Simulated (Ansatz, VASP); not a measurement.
## One calculation of BN, two programs

```
CELL_PARAMETERS angstrom
2.50399 0.00000 0.00000
-1.25200 2.16852 0.00000
0.00000 0.00000 6.66120
ATOMIC_POSITIONS crystal
B 0.33333 0.66667 0.25000
B 0.66667 0.33333 0.75000
N 0.18923 0.59461 0.75000
N 0.52256 0.26128 0.25000
```

Change from the starting cell: all N atoms moved +0.312 Å, as atom 3 towards its neighbour atom 2 (B) at 1.446 Å.

Alike in both runs: task single point; functional LDA; k mesh 12 × 12 × 4; occupations gaussian, width 0.05 eV; no spin polarisation.

|  | VASP | Ansatz |
| --- | --- | --- |
| version | VASP 6.6.1 | Ansatz 0.2.0 |
| potentials or method | VASP PAW LDA potentials, release 64 (B, N), cutoff 520 eV | scalar-relativistic, plane waves, PAW |
| valence electrons in the cell | 16 | 16 |

Ansatz gave:

* gap on the k mesh at the Fermi level (eV): 1.93
* least direct gap on the mesh (eV): 3.18
* rms of the force components (eV/Å): 9.821

Problem. What did VASP give for the same quantities?

Solution. gap on the k mesh at the Fermi level (eV): 1.91; least direct gap on the mesh (eV): 3.17; rms of the force components (eV/Å): 9.853.

LDA's correlation is that of Perdew and Zunger in VASP and of Perdew and Wang (1992) in Ansatz. Atom by atom the forces differ by 0.040 eV/Å (rms over components).
